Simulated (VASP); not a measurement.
# Al (R-3m) in VASP: a series of runs

Al is run at these levels: PBE+D3(BJ); tasks: single point.

All numbers are computed with VASP 6.6.1; they aren't measurements. Logs are shortened: lines on timing, memory, paths and dates and some standing lists are left out, and cuts for length are marked.

### Step 1. The cell of the first run

Symmetry: R-3m, No. 166, trigonal system. The conventional cell has a = 2.804 Å, b = 2.804 Å, c = 42.076 Å, α = 90.00°, β = 90.00°, γ = 120.00°. Within 3.7 Å of Al (site symmetry 3m) lie 12 Al at 2.80 to 2.84 Å. Al (site symmetry 3m) has 12 Al at 2.80 to 2.84 Å within 3.7 Å. Within 3.7 Å of Al (site symmetry 3m) lie 12 Al at 2.80 to 2.84 Å.

### Step 2. Single point, PBE+D3(BJ)

INCAR

```
ALGO     = Fast           # electronic algorithm
EDIFF    = 1E-6           # SCF threshold, eV
ENCUT    = 520            # plane-wave cutoff, eV
GGA      = PE             # functional
ISIF     = 2              # what is computed and relaxed
ISMEAR   = 0              # smearing method
ISYM     = 0            
IVDW     = 12             # dispersion correction
LASPH    = T              # aspherical terms in the spheres
LCHARG   = F              # write CHGCAR
LREAL    = F              # projectors in reciprocal space
LWAVE    = F              # write WAVECAR
NBANDS   = 18             # bands
NELM     = 100            # most SCF steps
PREC     = Accurate       # precision mode
SIGMA    = 0.15           # smearing width, eV
```

KPOINTS

```
k-points
0
Gamma
  18 18 3
```

POSCAR

```
Al
1.0
   -2.8035700760      0.0000000000      0.0000000000
   -1.4017850380     -2.4279629071      0.0000000000
   -1.4017850380     -0.8093209690     14.0252688885
Al
6
Direct
    0.6388833333      0.6388833333      0.0833500000
    0.5277722222      0.5277722222      0.4166833333
    0.4166611111      0.4166611111      0.7500166667
    0.0277722222      0.0277722222      0.9166833333
    0.2499944444      0.2499944444      0.2500166667
    0.1388833333      0.1388833333      0.5833500000
```

Potentials or basis: VASP PAW PBE potentials, release 64 (Al).

Started as:

```
> cat potpaw_PBE.64/Al/POTCAR > POTCAR
> mpirun -np 1 vasp_std > vasp.out
```

OUTCAR:

```text
EDIFF = 1E-6
   ENCUT = 520
   GGA = PE
   ISIF = 2
   ISMEAR = 0
   ISYM = 0
   IVDW = 12
   LASPH = T
   LREAL = F
   NELM = 100
   PREC = Accurate
 IVDW          = 12

 ion  position               nearest neighbor table
   1  0.639  0.639  0.083-   5 2.84   4 2.84   5 2.84   5 2.84   4 2.84   4 2.84
   2  0.528  0.528  0.417-   5 2.84   5 2.84   5 2.84   6 2.84   6 2.84   6 2.84
   3  0.417  0.417  0.750-   4 2.84   4 2.84   4 2.84   6 2.84   6 2.84   6 2.84
   4  0.028  0.028  0.917-   3 2.84   3 2.84   3 2.84   1 2.84   1 2.84   1 2.84
   5  0.250  0.250  0.250-   2 2.84   2 2.84   2 2.84   1 2.84   1 2.84   1 2.84
   6  0.139  0.139  0.583-   3 2.84   3 2.84   2 2.84   2 2.84   2 2.84   3 2.84

IMPORTANT INFORMATION: All symmetrisations will be switched off!
NOSYMM: (Re-)initialisation of all symmetry stuff for point group C_1.

----------------------------------------------------------------------------------------

                                     Primitive cell

  volume of cell :      95.4695

  direct lattice vectors                    reciprocal lattice vectors
    -2.803570076  0.000000000  0.000000000    -0.356688070  0.205933953 -0.023766627
    -1.401785038 -2.427962907  0.000000000     0.000000000 -0.411867907 -0.023766627
    -1.401785038 -0.809320969 14.025268888     0.000000000  0.000000000  0.071299881

  length of vectors
     2.803570076  2.803570076 14.118362834     0.412553057  0.412553057  0.071299881

  position of ions in fractional coordinates (direct lattice)
     0.638883333  0.638883333  0.083350000
     0.527772222  0.527772222  0.416683333
     0.416661111  0.416661111  0.750016667
     0.027772222  0.027772222  0.916683333
     0.249994444  0.249994444  0.250016667
     0.138883333  0.138883333  0.583350000

  ion indices of the primitive-cell ions
   primitive index   ion index
                 1           1
                 2           2
                 3           3
                 4           4
                 5           5
                 6           6

----------------------------------------------------------------------------------------

 KPOINTS: k-points

Automatic generation of k-mesh.
 Grid dimensions read from file:
 generate k-points for:   18   18    3

 Generating k-lattice:

  Cartesian coordinates                     Fractional coordinates (reciprocal lattice)
    -0.019816004  0.011440775 -0.001320368     0.055555556  0.000000000  0.000000000
     0.000000000 -0.022881550 -0.001320368     0.000000000  0.055555556  0.000000000
     0.000000000  0.000000000  0.023766627     0.000000000  0.000000000  0.333333333

[... 85 lines left out ...]
   ISYM   =      0    0-nonsym 1-usesym 2-fastsym
   POTIM  = 0.5000    time-step for ionic-motion
   TEBEG  =    0.0;   TEEND  =   0.0 temperature during run
   PSTRESS=    0.0 pullay stress
   NELECT =      18.0000    total number of electrons
   NUPDOWN=      -1.0000    fix difference up-down
   EMIN   =  10.00;   EMAX   =-10.00  energy-range for DOS
   EFERMI =   0.00;   METHOD = LEGACY
   ISMEAR =     0;   SIGMA  =   0.15  broadening in eV -4-tet -1-fermi 0-gaus
   EFERMI_NEDOS =   21; number of points for ismear=-14 and -15
   IALGO  =     68    algorithm
   IMIX   =      4    mixing-type and parameters
     AMIX     =   0.40;   BMIX     =  1.00
     AMIX_MAG =   1.60;   BMIX_MAG =  1.00
  volume/ion in A,a.u.               =      15.91       107.38
  Fermi-wavevector in a.u.,A,eV,Ry     =   0.938737  1.773956 11.989833  0.881228
  Thomas-Fermi vector in A             =   2.065979
   LORBIT       =      0    0 simple, 1 ext, 2 COOP (PROOUT), +10 PAW based schemes
   GGA     = PE    functional components
   LHFCALC =     F    Hartree Fock is set to
   AEXX    =    0.0000 exact exchange contribution
   IVDW    =    12    specifies the selected vdW correction
   LEPSILON=     F    determine dielectric tensor
   LRPA    =     F    only Hartree local field effects (RPA)
 non-spin polarized calculation
 RMM-DIIS sequential band-by-band and
 Gauss-broadening in eV      SIGMA  =   0.15
  energy-cutoff  :      520.00
  volume of cell :       95.47
 maximum number of plane-waves:      2596
 NGX is ok and might be reduce to    24
   NGX = 11   NGY = 11   NGZ = 53

 number of electron      18.0000000 magnetization

 Free energy of the ion-electron system (eV)
  ---------------------------------------------------
  ext. energy  EPLUGINS =         0.00000000
  ---------------------------------------------------
  free energy    TOTEN  =       -22.32599430 eV

  energy without entropy =      -22.30037946  energy(sigma->0) =      -22.31318688

 E-fermi :   8.3608     XC(G=0): -10.3295

 val. band max:        8.3582792977   @ k =  -0.4444   0.0556   0.0000
 cond. band min:       8.3654785935   @ k =   0.4444  -0.4444   0.3333
 fundamental gap:      0.0071992958
 Fermi energy:         8.3608489253

 k-point     1 :       0.0000    0.0000    0.0000
  band No.  band energies     occupation
      1      -3.0054      2.00000
      2      -2.2554      2.00000
      3      -2.2545      2.00000
      4      -0.0281      2.00000
      5      -0.0268      2.00000
      6       3.5352      2.00000
[... 481 lines left out ...]
      5       2.5155      2.00000
      6       5.5323      2.00000
[... 10 lines left out ...]
     17      14.4761      0.00000
     18      15.4406      0.00000

 [... further k-points ...]

------------------------ aborting loop because EDIFF is reached ----------------------------------------

 Edisp (eV)   -2.09548

 E8    (eV) :    -0.9375

  FORCE on cell =-STRESS in cart. coord.  units (eV):
  Direction    XX          YY          ZZ          XY          YZ          ZX
  --------------------------------------------------------------------------------------
  -------------------------------------------------------------------------------------
  Total       0.35669     0.30162    -0.82867     0.04769    -0.00046    -0.00079
  in kB       5.98595     5.06176   -13.90675     0.80038    -0.00766    -0.01333
  external pressure =       -0.95 kB  Pullay stress =        0.00 kB

 VOLUME and BASIS-vectors are now :
 -----------------------------------------------------------------------------
  energy-cutoff  :      520.00
  volume of cell :       95.47
      direct lattice vectors                 reciprocal lattice vectors
    -2.803570076  0.000000000  0.000000000    -0.356688070  0.205933953 -0.023766627
    -1.401785038 -2.427962907  0.000000000     0.000000000 -0.411867907 -0.023766627
    -1.401785038 -0.809320969 14.025268888     0.000000000  0.000000000  0.071299881

 POSITION                                       TOTAL-FORCE (eV/Angst)
 -----------------------------------------------------------------------------------
     -2.80357     -1.61864      1.16901         0.000389      0.000225     -0.041687
     -2.80357     -1.61864      5.84410        -0.000437     -0.000252      0.009532
     -2.80357     -1.61864     10.51919         0.000080      0.000046      0.032226
     -1.40179     -0.80932     12.85673        -0.000389     -0.000224      0.041665
     -1.40179     -0.80932      3.50655        -0.000080     -0.000046     -0.032226
     -1.40179     -0.80932      8.18164         0.000437      0.000252     -0.009510
 -----------------------------------------------------------------------------------
    total drift:                                0.000000      0.000001      0.000002

  FREE ENERGIE OF THE ION-ELECTRON SYSTEM (eV)
  ---------------------------------------------------
  free  energy   TOTEN  =       -24.4214775090 eV

  energy  without entropy=      -24.3958626674  energy(sigma->0) =      -24.40867009
```

stdout:

```text
POSCAR found type information on POSCAR Al
 POSCAR found :  1 types and       6 ions
 scaLAPACK will be used
 LDA part: xc-table for (Slater+PW92), standard interpolation
 -----------------------------------------------------------------------------
|                                                                             |
|           W    W    AA    RRRRR   N    N  II  N    N   GGGG   !!!           |
|           W    W   A  A   R    R  NN   N  II  NN   N  G    G  !!!           |
|           W    W  A    A  R    R  N N  N  II  N N  N  G       !!!           |
|           W WW W  AAAAAA  RRRRR   N  N N  II  N  N N  G  GGG   !            |
|           WW  WW  A    A  R   R   N   NN  II  N   NN  G    G                |
|           W    W  A    A  R    R  N    N  II  N    N   GGGG   !!!           |
|                                                                             |
|     Your reciprocal lattice and k-lattice belong to different lattice       |
|     classes:                                                                |
|                                                                             |
|        The reciprocal lattice is rhombohedral (trigonal),                   |
|        whereas your k-lattice is base-centered monoclinic.                  |
|                                                                             |
|     Results are often still useful ...                                      |
|                                                                             |
 -----------------------------------------------------------------------------

 POSCAR, INCAR and KPOINTS ok, starting setup
 FFT: planning ... GRIDC
 FFT: planning ... GRID_SOFT
 FFT: planning ... GRID
 WAVECAR not read
 entering main loop
```

Wall time 5.5 min (1 thread of Intel Xeon 6975P-C (Granite Rapids), shared host); peak memory 0.68 GiB.

Results:

- Free energy: -24.4215 eV
- Pressure: -0.1 GPa
- Largest force: 0.042 eV/Å
- Band gap on the k mesh: zero (bands 9 and 10 overlap by 5.30 eV)
- Dispersion energy per atom: -0.349 eV

Forces on the atoms (eV/Å):
```
Al   0.000  0.000 -0.042
Al   0.000  0.000  0.010
Al   0.000  0.000  0.032
Al   0.000  0.000  0.042
Al   0.000  0.000 -0.032
Al   0.000  0.000 -0.010
```

Stress tensor (GPa, compression positive):
```
 0.60  0.08  0.00
 0.08  0.51  0.00
 0.00  0.00 -1.39
```

### Step 3. Single point, PBE+D3(BJ)

INCAR

```
SYSTEM = Al
  PREC = Accurate
  ENCUT = 500
  EDIFF = 1E-6
  ISMEAR = 0
  SIGMA = 0.15
  LREAL = .FALSE.
  LASPH = .TRUE.
  NELM = 120
  ALGO = Normal
  ISIF = 2
  LWAVE = .FALSE.
  LCHARG = .TRUE.
  GGA = PE
  IVDW = 12
  LELF = .TRUE.
  LVHAR = .TRUE.
  NBANDS = 18
  GGA_COMPAT = .FALSE.
```

KPOINTS

```
regular mesh
0
G
  18 18 3
  0 0 0
```

POSCAR is that of step 2.

Potentials or basis: VASP PAW PBE potentials, release 64 (Al).

Started as:

```
> cat potpaw_PBE.64/Al/POTCAR > POTCAR
> mpirun -np 1 vasp_std > vasp.out
```

Run time: 2.5 min. Hardware: 1 thread of AMD EPYC 9R45 (Zen 5), shared host; peak memory 0.36 GiB.

It converged, with:

* Free energy: -24.4214 eV
* Pressure: -0.1 GPa
* Largest force: 0.041 eV/Å
* Band gap on the k mesh: zero (bands 9 and 10 overlap by 5.30 eV)
* Dispersion energy per atom: -0.349 eV

Forces on the atoms (eV/Å):
```
Al   0.000  0.000 -0.041
Al   0.000  0.000  0.010
Al   0.000  0.000  0.032
Al   0.000  0.000  0.041
Al   0.000  0.000 -0.032
Al   0.000  0.000 -0.010
```

Stress tensor (GPa, compression positive):
```
 0.55  0.00  0.00
 0.00  0.55  0.00
 0.00  0.00 -1.39
```

Levels at points of the mesh, in eV from the Fermi level:
| k point | band 6 | band 7 | band 8 | band 9 | band 10 | band 11 |
| --- | --- | --- | --- | --- | --- | --- |
| (0.00, 0.00, 0.00) | -4.83 | -4.67 | 0.21 | 0.21 | 6.33 | 6.34 |
| (0.50, 0.00, 0.00) | -4.23 | -2.94 | -2.58 | -1.98 | -1.56 | 0.25 |
| (0.50, 0.50, 0.00) | -3.67 | -3.63 | -2.78 | -1.34 | -1.26 | -0.36 |
